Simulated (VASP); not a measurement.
Write the native input for VASP 6.6.1 that does the following.

```
Task                   : single point
Functional             : PBE
Potentials or basis    : VASP PAW PBE potentials, release 64 (Mo_sv, S)
Cutoff                 : 520 eV
k mesh                 : 10 × 10 × 2
Occupations            : fermi-dirac, width 0.05 eV
Spin                   : no spin polarisation
Dipole correction      : no
Further INCAR settings : ALGO = Normal; EDIFF = 1e-07; NBANDS = 35
```

The structure of MoS2 lies in POSCAR:

```
MoS2
1.0
    3.1847174058      0.0000000000      0.0000000000
   -1.5923587029      2.7580461773      0.0000000000
    0.0000000000      0.0000000000     22.1533086213
Mo S
2 4
Direct
    0.3333333333      0.6666666667      0.8332834985
    0.6666666667      0.3333333333      0.1667165015
    0.6666666667      0.3333333333      0.7627460085
    0.3333333333      0.6666666667      0.0961742556
    0.6666666667      0.3333333333      0.9038257444
    0.3333333333      0.6666666667      0.2372539915
```

One way to write it, as run:

INCAR

```
SYSTEM = MoS2
PREC = Accurate
ENCUT = 520
EDIFF = 1E-7
ISMEAR = -1
SIGMA = 0.05
LREAL = .FALSE.
LASPH = .TRUE.
NELM = 60
ALGO = Normal
ISIF = 2
LWAVE = .FALSE.
LCHARG = .FALSE.
GGA = PE
NBANDS = 35
```

KPOINTS

```
Automatic mesh
0
G
  10 10 2
  0 0 0
```

Potentials or basis: VASP PAW PBE potentials, release 64 (Mo_sv, S).

Launch:

```console
$ cat potpaw_PBE.64/Mo_sv/POTCAR potpaw_PBE.64/S/POTCAR > POTCAR
$ mpirun -np 1 vasp_std > vasp.out
```

Results of the run:

| Quantity | Value |
| --- | --- |
| Largest force | 0.012 eV/Å |
| Band gap on the k mesh | 1.69 eV (least direct gap 1.92 eV) |

Caveat: there is no dipole correction, which matters where the two faces differ.

It took 2.3 min on 1 thread of Intel(R) Xeon(R) 6975P-C (Granite Rapids), on a shared host, peak memory 0.38 GiB.
